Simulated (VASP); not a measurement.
# Mo (Fm-3m) in VASP: notebook

Mo is run at these levels: PBE; tasks: electric field gradients.

Program: VASP 6.6.1. These are calculated values, not measurements. Logs are shortened: lines on timing, memory, paths and dates and some standing lists are left out, and cuts for length are marked.

## 1. The cell of the first run

It takes space group Fm-3m (No. 225, cubic). Conventional cell: a = 3.948 Å, b = 3.948 Å, c = 3.948 Å, α = 90.00°, β = 90.00°, γ = 90.00°. Within 3.7 Å of Mo (site symmetry m-3m) lie 12 Mo at 2.79 Å.

## 2. Electric field gradients, PBE (volume scaled by 0.9405)

The input, INCAR:

```
ALGO = Normal
EDIFF = 1E-8
ENCUT = 520
GGA = PE
ISIF = 2
ISMEAR = -1
LASPH = True
LCHARG = False
LEFG = True
LREAL = False
LWAVE = False
NBANDS = 13
NELM = 100
PREC = Accurate
SIGMA = 0.08
```

The input, KPOINTS:

```
k-points
0
Gamma
  17 17 17
```

The input, POSCAR:

```
Mo
1.0
    0.0000000000      1.9742159233      1.9742159233
    1.9742159233      0.0000000000      1.9742159233
    1.9742159233      1.9742159233      0.0000000000
Mo
1
Direct
    0.0000000000      0.0000000000      0.0000000000
```

Potentials or basis: VASP PAW PBE potentials, release 64 (Mo_sv).

The run is started by

```console
$ cat potpaw_PBE.64/Mo_sv/POTCAR > POTCAR
$ mpirun -np 1 vasp_std > vasp.out
```

OUTCAR:

```text
EDIFF = 1E-8
   ENCUT = 520
   GGA = PE
   ISIF = 2
   ISMEAR = -1
   LASPH = True
   LREAL = False
   NELM = 100
   PREC = Accurate

 ion  position               nearest neighbor table
   1  0.000  0.000  0.000-

  LATTYP: Found a face centered cubic cell.
 ALAT       =     3.9484318466

  Lattice vectors:

 A1 = (   0.0000000000,   1.9742159233,   1.9742159233)
 A2 = (   1.9742159233,   0.0000000000,   1.9742159233)
 A3 = (   1.9742159233,   1.9742159233,   0.0000000000)

Analysis of symmetry for initial positions (statically):
=====================================================================
 Subroutine PRICEL returns:
 Original cell was already a primitive cell.

 Routine SETGRP: Setting up the symmetry group for a
 face centered cubic supercell.

 Subroutine GETGRP returns: Found 48 space group operations
 (whereof 48 operations were pure point group operations)
 out of a pool of 48 trial point group operations.

The static configuration has the point symmetry O_h .

Analysis of symmetry for dynamics (positions and initial velocities):
=====================================================================
 Subroutine PRICEL returns:
 Original cell was already a primitive cell.

 Routine SETGRP: Setting up the symmetry group for a
 face centered cubic supercell.

 Subroutine GETGRP returns: Found 48 space group operations
 (whereof 48 operations were pure point group operations)
 out of a pool of 48 trial point group operations.

The dynamic configuration has the point symmetry O_h .

 Subroutine INISYM returns: Found 48 space group operations
 (whereof 48 operations are pure point group operations),
 and found     1 'primitive' translations

----------------------------------------------------------------------------------------

                                     Primitive cell

  volume of cell :      15.3891

  direct lattice vectors                    reciprocal lattice vectors
     0.000000000  1.974215923  1.974215923    -0.253265103  0.253265103  0.253265103
     1.974215923  0.000000000  1.974215923     0.253265103 -0.253265103  0.253265103
     1.974215923  1.974215923  0.000000000     0.253265103  0.253265103 -0.253265103

  length of vectors
     2.791962934  2.791962934  2.791962934     0.438668027  0.438668027  0.438668027

  position of ions in fractional coordinates (direct lattice)
     0.000000000  0.000000000  0.000000000

  ion indices of the primitive-cell ions
   primitive index   ion index
                 1           1

----------------------------------------------------------------------------------------

 KPOINTS: k-points

Automatic generation of k-mesh.
 Grid dimensions read from file:
 generate k-points for:   17   17   17

 Generating k-lattice:

  Cartesian coordinates                     Fractional coordinates (reciprocal lattice)
    -0.014897947  0.014897947  0.014897947     0.058823529  0.000000000  0.000000000
     0.014897947 -0.014897947  0.014897947     0.000000000  0.058823529  0.000000000
     0.014897947  0.014897947 -0.014897947     0.000000000  0.000000000  0.058823529

  Length of vectors
     0.025804002  0.025804002  0.025804002

  Shift w.r.t. Gamma in fractional coordinates (k-lattice)
     0.000000000  0.000000000  0.000000000

 Subroutine IBZKPT returns following result:
 ===========================================

 Found    165 irreducible k-points:

 Following reciprocal coordinates:
            Coordinates               Weight
  0.000000  0.000000  0.000000      1.000000
  0.058824  0.000000  0.000000      8.000000
  0.117647  0.000000  0.000000      8.000000
  0.176471  0.000000  0.000000      8.000000
  0.235294  0.000000  0.000000      8.000000
  0.294118  0.000000  0.000000      8.000000
[... 16 lines left out ...]
 -0.176471  0.058824  0.000000     24.000000
 -0.117647  0.058824  0.000000     24.000000
 [... further k-points ...]
   k-points           NKPTS =    165   k-points in BZ     NKDIM =    165   number of bands    NBANDS=     13
   number of dos      NEDOS =    301   number of ions     NIONS =      1
   total plane-waves  NPLWV =  13824
   dimension x,y,z NGX =    24 NGY =   24 NGZ =   24
   dimension x,y,z NGXF=    48 NGYF=   48 NGZF=   48
   ions per type =               1
   NGX,Y,Z   is equivalent  to a cutoff of  14.29, 14.29, 14.29 a.u.
   NGXF,Y,Z  is equivalent  to a cutoff of  28.58, 28.58, 28.58 a.u.
 SYSTEM =  unknown system
   PREC   = accura    normal or accurate (medium, high low for compatibility)
   ISTART =      0    job   : 0-new  1-cont  2-samecut
   ICHARG =      2    charge: 1-file 2-atom 10-const
   ISPIN  =      1    spin polarized calculation?
   LNONCOLLINEAR =      F non collinear calculations
   LSORBIT =      F    spin-orbit coupling
   LASPH  =      T    aspherical Exc in radial PAW
   ENCUT  =  520.0 eV  38.22 Ry    6.18 a.u.   5.19  5.19  5.19*2*pi/ulx,y,z
   NELM   =    100;   NELMIN=  2; NELMDL= -5     # of ELM steps
   EDIFF  = 0.1E-07   stopping-criterion for ELM
   LREAL  =      F    real-space projection
   EDIFFG = 0.1E-06   stopping-criterion for IOM
   NSW    =      0    number of steps for IOM
   IBRION =     -1    ionic relax: 0-MD 1-quasi-New 2-CG
   NFREE  =      0    steps in history (QN), initial steepest desc. (CG)
   ISIF   =      2    stress and relaxation
   ISYM   =      2    0-nonsym 1-usesym 2-fastsym
   POTIM  = 0.5000    time-step for ionic-motion
   TEBEG  =    0.0;   TEEND  =   0.0 temperature during run
   PSTRESS=    0.0 pullay stress
   NELECT =      14.0000    total number of electrons
   NUPDOWN=      -1.0000    fix difference up-down
   EMIN   =  10.00;   EMAX   =-10.00  energy-range for DOS
   EFERMI =   0.00;   METHOD = LEGACY
   ISMEAR =    -1;   SIGMA  =   0.08  broadening in eV -4-tet -1-fermi 0-gaus
   EFERMI_NEDOS =   21; number of points for ismear=-14 and -15
   IALGO  =     38    algorithm
   IMIX   =      4    mixing-type and parameters
     AMIX     =   0.40;   BMIX     =  1.00
     AMIX_MAG =   1.60;   BMIX_MAG =  1.00
  volume/ion in A,a.u.               =      15.39       103.85
  Fermi-wavevector in a.u.,A,eV,Ry     =   1.586279  2.997632 34.236075  2.516281
  Thomas-Fermi vector in A             =   2.685614
   LORBIT       =      0    0 simple, 1 ext, 2 COOP (PROOUT), +10 PAW based schemes
   GGA     = PE    functional components
   LHFCALC =     F    Hartree Fock is set to
   AEXX    =    0.0000 exact exchange contribution
   IVDW    =     0    specifies the selected vdW correction
   LEPSILON=     F    determine dielectric tensor
   LRPA    =     F    only Hartree local field effects (RPA)
 non-spin polarized calculation
  energy-cutoff  :      520.00
  volume of cell :       15.39
 maximum number of plane-waves:       428
 NGX is ok and might be reduce to    24
   NGX = 11   NGY = 11   NGZ = 11

 number of electron      13.9999999 magnetization

 Free energy of the ion-electron system (eV)
  ---------------------------------------------------
  ext. energy  EPLUGINS =         0.00000000
  ---------------------------------------------------
  free energy    TOTEN  =       -10.50288429 eV

  energy without entropy =      -10.47663692  energy(sigma->0) =      -10.48976060

 E-fermi :  12.4190     XC(G=0): -13.4590

 val. band max:       12.4039705665   @ k =  -0.3529   0.1765   0.0000
 cond. band min:      12.4207316006   @ k =  -0.2941   0.1765   0.0588
 fundamental gap:      0.0167610340
 Fermi energy:        12.4189585580

 k-point     1 :       0.0000    0.0000    0.0000
  band No.  band energies     occupation
      1     -48.2747      2.00000
      2     -21.5274      2.00000
      3     -21.5274      2.00000
      4     -21.5274      2.00000
      5       5.5675      2.00000
      6      11.6466      1.99987
      7      11.6466      1.99987
      8      11.6466      1.99987
      9      14.4846      0.00000
     10      14.4846      0.00000
     11      25.5338      0.00000
     12      30.9892      0.00000
     13      30.9892      0.00000

 k-point     2 :       0.0588    0.0000    0.0000
  band No.  band energies     occupation
      1     -48.2659      2.00000
      2     -21.5809      2.00000
      3     -21.5340      2.00000
      4     -21.5340      2.00000
      5       5.7158      2.00000
      6      11.5433      1.99996
      7      11.7144      1.99970
      8      11.7144      1.99970
      9      14.4277      0.00000
     10      14.4277      0.00000
     11      25.8231      0.00000
[... 339 lines left out ...]
 k-point    24 :      -0.1176    0.0588    0.0000
  band No.  band energies     occupation
      1     -48.2222      2.00000
      2     -21.8234      2.00000
      3     -21.6026      2.00000
      4     -21.5509      2.00000
      5       6.4445      2.00000
      6      11.0776      2.00000
      7      12.0097      1.98807
      8      12.0413      1.98234
      9      13.9563      0.00000
     10      14.5339      0.00000
     11      27.1438      0.00000
     12      28.7472      0.00000
     13      31.8710      0.00000

 [... further k-points ...]
[... 5 lines left out ...]
  --------------------------------------------------------------------------------------
  -------------------------------------------------------------------------------------
  Total        1.0694720      1.0694720      1.0694720      0.0000000     -0.0000000      0.0000000
  in kB      111.3437999    111.3437999    111.3437999      0.0000000     -0.0000000      0.0000000
  external PRESSURE =     111.3437999 kB  Pullay stress =       0.0000000 kB

 VOLUME and BASIS-vectors are now :
 -----------------------------------------------------------------------------
  energy-cutoff  :      520.00
  volume of cell :       15.39
      direct lattice vectors                 reciprocal lattice vectors
     0.000000000  1.974215923  1.974215923    -0.253265103  0.253265103  0.253265103
     1.974215923  0.000000000  1.974215923     0.253265103 -0.253265103  0.253265103
     1.974215923  1.974215923  0.000000000     0.253265103  0.253265103 -0.253265103

 POSITION                                       TOTAL-FORCE (eV/Angst)
 -----------------------------------------------------------------------------------
      0.00000      0.00000      0.00000         0.000000      0.000000      0.000000
 -----------------------------------------------------------------------------------
    total drift:                                0.000000      0.000000      0.000000

  FREE ENERGIE OF THE ION-ELECTRON SYSTEM (eV)
  ---------------------------------------------------
  free  energy   TOTEN  =       -10.5028842858 eV

  energy  without entropy=      -10.4766369175  energy(sigma->0) =      -10.48976060

 Electric field gradients (V/A^2)
---------------------------------------------------------------------
 ion       V_xx      V_yy      V_zz      V_xy      V_xz      V_yz
---------------------------------------------------------------------
   1       0.000    -0.000     0.000     0.000     0.000     0.000
---------------------------------------------------------------------

 Electric field gradients after diagonalization (V/A^2)
 (convention: |V_zz| > |V_xx| > |V_yy|)
----------------------------------------------------------------------
 ion       V_xx      V_yy      V_zz     asymmetry (V_yy - V_xx)/ V_zz
----------------------------------------------------------------------
   1      -0.000    -0.000     0.001       0.000
----------------------------------------------------------------------

           NMR quadrupolar parameters

 Cq : quadrupolar parameter    Cq=e*Q*V_zz/h
 eta: asymmetry parameters     (V_yy - V_xx)/ V_zz
 Q  : nuclear electric quadrupole moment in mb (millibarn)
----------------------------------------------------------------------
 ion       Cq(MHz)       eta       Q (mb)
----------------------------------------------------------------------
   1       0.000       0.000       1.000
----------------------------------------------------------------------
```

It took 10 s on 1 thread of Intel Xeon 6975P-C (Granite Rapids), shared host; peak memory 0.16 GiB.

What came out:

```
Free energy            : -10.5029 eV
Pressure               : 11.1 GPa
Band gap on the k mesh : zero (band 7 reaches 16.55 eV, above the bottom of band 8 at 11.65 eV)
```

Levels at points of the mesh, in eV from the Fermi level:
```csv
k point,band 3,band 4,band 5,band 6,band 7,band 8,band 9,band 10,band 11,band 12
"(0.00, 0.00, 0.00)",-33.95,-33.95,-6.85,-0.77,-0.77,-0.77,2.07,2.07,13.11,18.57
```

Caveat: without QUAD_EFG the Cq values of the log hold for a quadrupole moment of 1 mb, not for the nuclei.

(Part 1 of 2 ends here.)
